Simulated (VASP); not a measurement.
# Al (Fm-3m) in VASP: settings compared

Al is run at these levels: BLYP+D3(BJ), SVWN5; tasks: single point.

Everything below comes from runs of VASP 6.6.1. Logs are shortened: lines on timing, memory, paths and dates and some standing lists are left out, and cuts for length are marked.

## 1. The cell of the first run

It takes space group Fm-3m (No. 225, cubic). Conventional cell: a = 4.022 Å, b = 4.022 Å, c = 4.022 Å, α = 90.00°, β = 90.00°, γ = 90.00°. Al (site symmetry m-3m) has 12 Al at 2.84 Å within 3.7 Å.

## 2. Single point, BLYP+D3(BJ)

INCAR reads:

```
SYSTEM = Al
PREC     = Accurate       ! precision mode
ENCUT    = 520            ! plane-wave cutoff, eV
EDIFF    = 1E-6           ! SCF threshold, eV
ISMEAR   = -1             ! smearing method
SIGMA    = 0.05           ! smearing width, eV
LREAL    = .FALSE.        ! projectors in reciprocal space
LASPH    = .TRUE.         ! aspherical terms in the spheres
NELM     = 80             ! most SCF steps
ALGO     = Fast           ! electronic algorithm
ISIF     = 2              ! what is computed and relaxed
LWAVE    = .FALSE.        ! write WAVECAR
LCHARG   = .FALSE.        ! write CHGCAR
GGA      = B5             ! functional
ALDAX    = 1.0          
AGGAX    = 1.0          
AGGAC    = 1.0          
ALDAC    = 0.0          
IVDW     = 12             ! dispersion correction
VDW_S6   = 1.0          
VDW_S8   = 2.6996       
VDW_A1   = 0.4298       
VDW_A2   = 4.2359       
NBANDS   = 8              ! bands
```

KPOINTS reads:

```
Automatic mesh
0
G
  11 11 11
  0 0 0
```

POSCAR reads:

```
Al
1.0
    0.0000000000      2.0112152952      2.0112152952
    2.0112152952      0.0000000000      2.0112152952
    2.0112152952      2.0112152952      0.0000000000
Al
1
Direct
    0.0000000000      0.0000000000      0.0000000000
```

Potentials or basis: VASP PAW PBE potentials, release 64 (Al).

Launch:

```
cat potpaw_PBE.64/Al/POTCAR > POTCAR
mpirun -np 1 vasp_std > vasp.out
```

OUTCAR:

```text
SYSTEM = Al
   PREC = Accurate
   ENCUT = 520
   EDIFF = 1E-6
   ISMEAR = -1
   LREAL = .FALSE.
   LASPH = .TRUE.
   NELM = 80
   ISIF = 2
   GGA = B5
   IVDW = 12
 IVDW          = 12

 ion  position               nearest neighbor table
   1  0.000  0.000  0.000-

  LATTYP: Found a face centered cubic cell.
 ALAT       =     4.0224305904

  Lattice vectors:

 A1 = (   0.0000000000,   2.0112152952,   2.0112152952)
 A2 = (   2.0112152952,   0.0000000000,   2.0112152952)
 A3 = (   2.0112152952,   2.0112152952,   0.0000000000)

Analysis of symmetry for initial positions (statically):
=====================================================================
 Subroutine PRICEL returns:
 Original cell was already a primitive cell.

 Routine SETGRP: Setting up the symmetry group for a
 face centered cubic supercell.

 Subroutine GETGRP returns: Found 48 space group operations
[... 9 lines left out ...]

 Routine SETGRP: Setting up the symmetry group for a
 face centered cubic supercell.

 Subroutine GETGRP returns: Found 48 space group operations
 (whereof 48 operations were pure point group operations)
 out of a pool of 48 trial point group operations.

The dynamic configuration has the point symmetry O_h .

 Subroutine INISYM returns: Found 48 space group operations
 (whereof 48 operations are pure point group operations),
 and found     1 'primitive' translations

----------------------------------------------------------------------------------------

                                     Primitive cell

  volume of cell :      16.2707

  direct lattice vectors                    reciprocal lattice vectors
     0.000000000  2.011215295  2.011215295    -0.248605906  0.248605906  0.248605906
     2.011215295  0.000000000  2.011215295     0.248605906 -0.248605906  0.248605906
     2.011215295  2.011215295  0.000000000     0.248605906  0.248605906 -0.248605906

  length of vectors
     2.844287947  2.844287947  2.844287947     0.430598060  0.430598060  0.430598060

  position of ions in fractional coordinates (direct lattice)
     0.000000000  0.000000000  0.000000000

  ion indices of the primitive-cell ions
   primitive index   ion index
                 1           1

----------------------------------------------------------------------------------------

 KPOINTS: Automatic mesh

Automatic generation of k-mesh.
 Grid dimensions read from file:
 generate k-points for:   11   11   11

 Generating k-lattice:

  Cartesian coordinates                     Fractional coordinates (reciprocal lattice)
    -0.022600537  0.022600537  0.022600537     0.090909091  0.000000000  0.000000000
     0.022600537 -0.022600537  0.022600537     0.000000000  0.090909091  0.000000000
     0.022600537  0.022600537 -0.022600537     0.000000000  0.000000000  0.090909091

  Length of vectors
     0.039145278  0.039145278  0.039145278

  Shift w.r.t. Gamma in fractional coordinates (k-lattice)
     0.000000000  0.000000000  0.000000000

 Subroutine IBZKPT returns following result:
 ===========================================

 Found     56 irreducible k-points:

 Following reciprocal coordinates:
            Coordinates               Weight
  0.000000  0.000000  0.000000      1.000000
  0.090909  0.000000  0.000000      8.000000
  0.181818  0.000000  0.000000      8.000000
  0.272727  0.000000  0.000000      8.000000
  0.363636  0.000000  0.000000      8.000000
  0.454545  0.000000  0.000000      8.000000
[... 16 lines left out ...]
 -0.272727  0.181818  0.000000     24.000000
 -0.181818  0.181818  0.000000     12.000000
 [... further k-points ...]
   k-points           NKPTS =     56   k-points in BZ     NKDIM =     56   number of bands    NBANDS=      8
   number of dos      NEDOS =    301   number of ions     NIONS =      1
   total plane-waves  NPLWV =  13824
   dimension x,y,z NGX =    24 NGY =   24 NGZ =   24
   dimension x,y,z NGXF=    48 NGYF=   48 NGZF=   48
   ions per type =               1
   NGX,Y,Z   is equivalent  to a cutoff of  14.03, 14.03, 14.03 a.u.
   NGXF,Y,Z  is equivalent  to a cutoff of  28.06, 28.06, 28.06 a.u.
 SYSTEM =  Al
   PREC   = accura    normal or accurate (medium, high low for compatibility)
   ISTART =      0    job   : 0-new  1-cont  2-samecut
   ICHARG =      2    charge: 1-file 2-atom 10-const
   ISPIN  =      1    spin polarized calculation?
   LNONCOLLINEAR =      F non collinear calculations
   LSORBIT =      F    spin-orbit coupling
   LASPH  =      T    aspherical Exc in radial PAW
   ENCUT  =  520.0 eV  38.22 Ry    6.18 a.u.   5.29  5.29  5.29*2*pi/ulx,y,z
   NELM   =     80;   NELMIN=  2; NELMDL= -5     # of ELM steps
   EDIFF  = 0.1E-05   stopping-criterion for ELM
   LREAL  =      F    real-space projection
   EDIFFG = 0.1E-04   stopping-criterion for IOM
   NSW    =      0    number of steps for IOM
   IBRION =     -1    ionic relax: 0-MD 1-quasi-New 2-CG
   NFREE  =      0    steps in history (QN), initial steepest desc. (CG)
   ISIF   =      2    stress and relaxation
   ISYM   =      2    0-nonsym 1-usesym 2-fastsym
   POTIM  = 0.5000    time-step for ionic-motion
   TEBEG  =    0.0;   TEEND  =   0.0 temperature during run
   PSTRESS=    0.0 pullay stress
   NELECT =       3.0000    total number of electrons
   NUPDOWN=      -1.0000    fix difference up-down
   EMIN   =  10.00;   EMAX   =-10.00  energy-range for DOS
   EFERMI =   0.00;   METHOD = LEGACY
   ISMEAR =    -1;   SIGMA  =   0.05  broadening in eV -4-tet -1-fermi 0-gaus
   EFERMI_NEDOS =   21; number of points for ismear=-14 and -15
   IALGO  =     68    algorithm
   IMIX   =      4    mixing-type and parameters
     AMIX     =   0.40;   BMIX     =  1.00
     AMIX_MAG =   1.60;   BMIX_MAG =  1.00
  volume/ion in A,a.u.               =      16.27       109.80
  Fermi-wavevector in a.u.,A,eV,Ry     =   0.931780  1.760809 11.812767  0.868214
  Thomas-Fermi vector in A             =   2.058309
   LORBIT       =      0    0 simple, 1 ext, 2 COOP (PROOUT), +10 PAW based schemes
   GGA     = B5    functional components
   LHFCALC =     F    Hartree Fock is set to
   AEXX    =    0.0000 exact exchange contribution
   IVDW    =    12    specifies the selected vdW correction
   LEPSILON=     F    determine dielectric tensor
   LRPA    =     F    only Hartree local field effects (RPA)
 non-spin polarized calculation
 RMM-DIIS sequential band-by-band and
  energy-cutoff  :      520.00
  volume of cell :       16.27
 maximum number of plane-waves:       448
 NGX is ok and might be reduce to    24
   NGX = 11   NGY = 11   NGZ = 11

 number of electron       3.0000000 magnetization

 Free energy of the ion-electron system (eV)
  ---------------------------------------------------
  ext. energy  EPLUGINS =         0.00000000
  ---------------------------------------------------
  free energy    TOTEN  =        -2.69872475 eV

  energy without entropy =       -2.69475548  energy(sigma->0) =       -2.69674011

 E-fermi :   8.6463     XC(G=0):  -9.7202

 val. band max:        8.4289360612   @ k =  -0.4545   0.4545   0.0909
 cond. band min:       8.6493436165   @ k =   0.4545   0.1818   0.0909
 fundamental gap:      0.2204075553
 Fermi energy:         8.6463341908

 k-point     1 :       0.0000    0.0000    0.0000
  band No.  band energies     occupation
      1      -2.5882      2.00000
      2      21.2788      0.00000
      3      21.2788      0.00000
      4      21.2788      0.00000
      5      22.7203      0.00000
      6      22.7203      0.00000
      7      22.7203      0.00000
      8      25.2986      0.00000

 k-point     2 :       0.0909    0.0000    0.0000
  band No.  band energies     occupation
      1      -2.3619      2.00000
      2      18.3505      0.00000
      3      20.6256      0.00000
      4      20.6256      0.00000
      5      23.4576      0.00000
      6      23.7048      0.00000
      7      23.7048      0.00000
      8      27.0059      0.00000

 k-point     3 :       0.1818    0.0000    0.0000
  band No.  band energies     occupation
      1      -1.6851      2.00000
      2      14.6867      0.00000
      3      19.8880      0.00000
      4      19.8880      0.00000
      5      23.2698      0.00000
      6      24.5135      0.00000
      7      24.5135      0.00000
      8      26.1531      0.00000

 k-point     4 :       0.2727    0.0000    0.0000
  band No.  band energies     occupation
      1      -0.5644      2.00000
      2      11.2384      0.00000
      3      19.4773      0.00000
      4      19.4773      0.00000
      5      23.0083      0.00000
      6      23.0083      0.00000
      7      23.0832      0.00000
      8      27.2371      0.00000

 k-point     5 :       0.3636    0.0000    0.0000
  band No.  band energies     occupation
      1       0.9900      2.00000
      2       8.1111      1.99996
      3      19.4331      0.00000
      4      19.4331      0.00000
      5      21.5789      0.00000
      6      21.5789      0.00000
      7      23.1712      0.00000
      8      25.7118      0.00000
[... 177 lines left out ...]
 k-point    22 :      -0.3636    0.1818    0.0000
  band No.  band energies     occupation
      1       3.0357      2.00000
      2       6.9589      2.00000
      3      13.3347      0.00000
      4      17.6971      0.00000
      5      19.6634      0.00000
      6      24.1298      0.00000
      7      26.7958      0.00000
      8      29.7305      0.00000

 k-point    23 :      -0.2727    0.1818    0.0000
  band No.  band energies     occupation
      1       1.2105      2.00000
      2       9.7663      0.00000
      3      13.1971      0.00000
      4      18.9167      0.00000
      5      20.9758      0.00000
      6      23.9044      0.00000
      7      26.3402      0.00000
      8      26.8582      0.00000

 k-point    24 :      -0.1818    0.1818    0.0000
  band No.  band energies     occupation
      1      -0.1927      2.00000
      2      12.4527      0.00000
      3      13.9337      0.00000
      4      20.4969      0.00000
      5      22.6095      0.00000
      6      23.6122      0.00000
      7      24.7552      0.00000
      8      25.6921      0.00000

 [... further k-points ...]

------------------------ aborting loop because EDIFF is reached ----------------------------------------

 Edisp (eV)   -0.78644

 E8    (eV) :    -0.5847

  FORCE on cell =-STRESS in cart. coord.  units (eV):
  Direction    XX          YY          ZZ          XY          YZ          ZX
  --------------------------------------------------------------------------------------
  -------------------------------------------------------------------------------------
  Total      -0.33875    -0.33875    -0.33875     0.00000     0.00000     0.00000
  in kB     -33.35667   -33.35667   -33.35667     0.00000     0.00000     0.00000
  external pressure =      -33.36 kB  Pullay stress =        0.00 kB

 VOLUME and BASIS-vectors are now :
 -----------------------------------------------------------------------------
  energy-cutoff  :      520.00
  volume of cell :       16.27
      direct lattice vectors                 reciprocal lattice vectors
     0.000000000  2.011215295  2.011215295    -0.248605906  0.248605906  0.248605906
     2.011215295  0.000000000  2.011215295     0.248605906 -0.248605906  0.248605906
     2.011215295  2.011215295  0.000000000     0.248605906  0.248605906 -0.248605906

 POSITION                                       TOTAL-FORCE (eV/Angst)
 -----------------------------------------------------------------------------------
      0.00000      0.00000      0.00000         0.000000      0.000000      0.000000
 -----------------------------------------------------------------------------------
    total drift:                                0.000000      0.000000     -0.000000

  FREE ENERGIE OF THE ION-ELECTRON SYSTEM (eV)
  ---------------------------------------------------
  free  energy   TOTEN  =        -3.4851626409 eV

  energy  without entropy=       -3.4811933714  energy(sigma->0) =       -3.48317801
```

Wall time 14 s (1 thread of Intel Xeon 8259CL, shared host); peak memory 0.14 GiB.

Results:

* Free energy: -3.4852 eV
* Pressure: -3.3 GPa
* Dispersion energy per atom: -0.786 eV

Caveat: the PAW data sets were made with another functional, which shifts forces and pressure a little; pairwise dispersion overbinds metals, which lowers pressure and volume.

(Continued in part 2 of 2.)
